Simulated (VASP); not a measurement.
Here is a VASP 6.6.1 calculation.

Contents of INCAR:

```
PREC = Accurate
ENCUT = 750
EDIFF = 1E-6
ISMEAR = 0
SIGMA = 0.1
LREAL = F
LASPH = T
NELM = 120
ALGO = Normal
ISIF = 2
LWAVE = F
LCHARG = F
GGA = PS
NBANDS = 13
GGA_COMPAT = F
```

The input KPOINTS:

```
regular mesh
0
Gamma
  6 6 6
```

The input POSCAR:

```
Li2O
1.0
    0.0000000000      2.3050000000      2.3050000000
    2.3050000000      0.0000000000      2.3050000000
    2.3050000000      2.3050000000      0.0000000000
Li O
2 1
Direct
    0.2500000000      0.2500000000      0.2500000000
    0.7500000000      0.7500000000      0.7500000000
    0.0000000000      0.0000000000      0.0000000000
```

Potentials or basis: VASP PAW PBE potentials, release 64 (Li_sv, O).

The run is started by

```sh
$ cat potpaw_PBE.64/Li_sv/POTCAR potpaw_PBE.64/O/POTCAR > POTCAR
$ mpirun -np 1 vasp_std > vasp.out
```

Problem. Predict the band gap on the k mesh.

Solution. 4.84 eV, indirect (least direct gap 5.20 eV).

Problem. Predict the pressure.

Solution. -1.5 GPa.

Caveat: the PAW data sets were made with another functional, which shifts forces and pressure a little. A k mesh can miss the band edges.
